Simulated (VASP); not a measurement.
**W: single point with PBE+D3(BJ)**

W:

```
W
1.0
    -1.59730    1.59730    1.59730
     1.59730   -1.59730    1.59730
     1.59730    1.59730   -1.59730
W
1
Direct
  0.00000 0.00000 0.00000
```

```json
{
  "Program": "VASP 6.6.1",
  "Task": "single point",
  "Functional": "PBE",
  "Dispersion": "D3(BJ)",
  "Potentials or basis": "VASP PAW PBE potentials, release 64 (W_sv)",
  "Cutoff": "520 eV",
  "k mesh": "8 × 8 × 8",
  "Occupations": "gaussian, width 0.1 eV",
  "Spin": "no spin polarisation"
}
```

```yaml
Pressure: -9.2 GPa
Band_gap_on_the_k_mesh: zero (band 7 reaches 16.01 eV, above the bottom of band 8 at 9.86 eV)
Dispersion_energy_per_atom: -0.675 eV
```

Levels at points of the mesh, in eV from the Fermi level:
| k point | band 3 | band 4 | band 5 | band 6 | band 7 | band 8 | band 9 | band 10 | band 11 | band 12 |
| --- | --- | --- | --- | --- | --- | --- | --- | --- | --- | --- |
| (0.00, 0.00, 0.00) | -37.62 | -37.62 | -9.28 | -0.98 | -0.98 | -0.98 | 2.40 | 2.40 | 14.65 | 14.65 |
| (0.50, 0.00, 0.00) | -38.00 | -37.62 | -5.89 | -3.23 | 0.79 | 2.28 | 3.22 | 6.11 | 10.84 | 11.61 |
| (0.50, 0.50, 0.50) | -38.44 | -38.44 | -5.41 | -5.41 | 5.17 | 5.17 | 5.17 | 8.23 | 8.23 | 8.23 |

It took 15 s on 1 thread of AMD EPYC 7R43 64-Core Processor (Zen 3), on a shared host, peak memory 0.12 GiB.

Caveat: spin-orbit coupling is left out, which moves the levels of the heavy elements; pairwise dispersion overbinds metals, which lowers pressure and volume.
